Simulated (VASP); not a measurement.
Runs of VASP 6.6.1 on LiCl. The structure is that of space group Fm-3m (No. 225), or close to it. The cells are those of the table. 

```tsv
cell	gap on the mesh (eV)
a = 3.627, b = 3.645 Å, angles 59.8, 59.7, 59.8°, 2 atoms	(a)
a = 3.627, b = 3.555 Å, angles 60.7, 61.3, 60.7°, 2 atoms	5.87
a = 3.627, b = 3.672 Å, angles 59.6, 59.2, 59.6°, 2 atoms	5.92
a = 3.627, b = 3.654 Å, angles 59.8, 59.5, 59.8°, 2 atoms	(b)
a = 3.627, b = 3.636 Å, angles 59.9, 59.8, 59.9°, 2 atoms	5.99
```

Alike in all rows: task single point; level LDA; potentials or basis VASP PAW LDA potentials, release 64 (Li_sv, Cl); no spin polarisation; k mesh 8 × 8 × 8; cutoff (eV) 520; smearing gaussian 0.05 eV.

Task: Estimate the missing entries.

Result: (a) 5.97; (b) 5.96.

A k mesh can miss the band edges.
